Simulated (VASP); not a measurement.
**Ta4O: single point with PBE**

Crystal: Ta4O.

```
CELL_PARAMETERS angstrom
-3.25471 0.00000 0.00000
0.00000 -3.25471 0.00000
0.00000 0.00000 15.29077
ATOMIC_POSITIONS crystal
Ta 0.00000 0.00000 0.06844
Ta 0.00000 0.00000 0.55209
Ta 0.50000 0.50000 0.20527
Ta 0.50000 0.50000 0.68892
Ta 0.50000 0.50000 0.89891
Ta 0.50000 0.50000 0.41526
Ta 0.00000 0.00000 0.79391
Ta 0.00000 0.00000 0.31026
O 0.50000 0.50000 0.06844
O 0.50000 0.50000 0.55209
```

This cell differs from its parent crystal: the distance across one plane changed.

```yaml
Program: VASP 6.6.1
Task: single point
Functional: PBE
Potentials_or_basis: VASP PAW PBE potentials, release 64 (Ta_pv, O)
Cutoff: 520 eV
k_mesh: 14 × 14 × 4
Occupations: gaussian, width 0.15 eV
Spin: no spin polarisation
```

| Item | Value |
| --- | --- |
| Pressure | -4.0 GPa |
| Largest force | 1.523 eV/Å |
| Band gap on the k mesh | zero (bands 50 and 51 overlap by 0.97 eV) |

Forces in eV/Å, atoms in the order of the input:
```
Ta   0.000  0.000 -0.304
Ta   0.000  0.000  0.035
Ta   0.000  0.000 -0.070
Ta   0.000  0.000  0.136
Ta   0.000  0.000  1.523
Ta   0.000  0.000 -0.177
Ta   0.000  0.000  0.129
Ta   0.000  0.000  0.072
O    0.000  0.000 -1.366
O    0.000  0.000  0.023
```

Stress tensor (GPa, compression positive):
```
-3.53  0.00  0.00
 0.00 -3.53  0.00
 0.00  0.00 -5.07
```

Levels at points of the mesh, in eV from the Fermi level:
```tsv
k point	band 47	band 48	band 49	band 50	band 51	band 52	band 53	band 54
(0.00, 0.00, 0.00)	-0.53	-0.11	-0.11	0.10	0.56	0.60	0.60	0.73
(0.50, 0.00, 0.00)	-0.83	-0.68	-0.20	0.32	0.86	0.91	1.15	1.25
(0.50, 0.50, 0.00)	-0.80	-0.80	-0.02	-0.02	1.61	1.75	1.75	1.86
(0.00, 0.00, 0.50)	-0.36	-0.11	-0.11	-0.03	0.57	0.66	0.66	0.73
(0.50, 0.00, 0.50)	-0.90	-0.74	0.07	0.46	0.59	0.91	1.00	1.13
(0.50, 0.50, 0.50)	-0.56	-0.56	-0.27	-0.27	1.62	1.86	2.07	2.07
```

Run time: 45 min on 1 thread of Oxide Virtual Turin-like Processor, with other jobs on the host, peak memory 0.75 GiB.

Caveat: the cell differs from its parent crystal (the distance across one plane changed); the cell stands under tension; spin-orbit coupling is left out, which moves the levels of the heavy elements; forces of over 1 eV/Å act on the atoms, so gaps and moduli don't describe the material at rest.
